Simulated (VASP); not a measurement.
Input of a VASP 6.6.1 run:

The input INCAR:

```
PREC = Accurate ; ENCUT = 520
EDIFF = 1E-6 ; ISMEAR = 0
SIGMA = 0.1 ; LREAL = F
LASPH = T ; NELM = 80
ALGO = Fast ; ISIF = 2
LWAVE = F ; LCHARG = T
GGA = PE ; LELF = T
LVHAR = T ; NBANDS = 36
```

The input KPOINTS:

```
regular mesh
0
Gamma
  4 4 4
```

File POSCAR:

```
YAlC4N4
1.0
    3.3811865600     -3.7158461400      0.0000000000
    3.3811865600      3.7158461400      0.0000000000
    0.0000000000      0.0000000000      7.4316922700
Y Al C N
1 1 4 4
Direct
    0.5000000000      0.5000000000      0.5000000000
    0.0000000000      0.0000000000      0.0000000000
    0.1784015200      0.8215984800      0.8215984800
    0.8215984800      0.1784015200      0.1784015200
    0.1784015200      0.8215984800      0.1784015200
    0.8215984800      0.1784015200      0.8215984800
    0.2897240700      0.7102759300      0.7102759300
    0.7102759300      0.2897240700      0.2897240700
    0.2897240700      0.7102759300      0.2897240700
    0.7102759300      0.2897240700      0.7102759300
```

Potentials or basis: VASP PAW PBE potentials, release 64 (Y_sv, Al, C, N).

The run is started by

```console
$ cat potpaw_PBE.64/Y_sv/POTCAR potpaw_PBE.64/Al/POTCAR potpaw_PBE.64/C/POTCAR potpaw_PBE.64/N/POTCAR > POTCAR
$ mpirun -np 1 vasp_std > vasp.out
```

Problem. Predict the band gap on the k mesh.

Solution. Zero (bands 25 and 26 overlap by 0.33 eV).

Problem. Estimate the pressure.

Solution. 9.6 GPa.

Problem. What does it give for the largest force?

Solution. 1.120 eV/Å.

Forces on the atoms (eV/Å):
```
Y    0.000  0.000  0.000
Al   0.000  0.000  0.000
C    0.000  0.184  0.210
C    0.000 -0.184 -0.210
C    0.000  0.184 -0.210
C    0.000 -0.184  0.210
N    0.000 -0.665 -0.901
N    0.000  0.665  0.901
N    0.000 -0.665  0.901
N    0.000  0.665 -0.901
```

Caveat: the stress differs along the axes, from 1 to 14 GPa; forces of over 1 eV/Å act on the atoms, so gaps and moduli don't describe the material at rest.
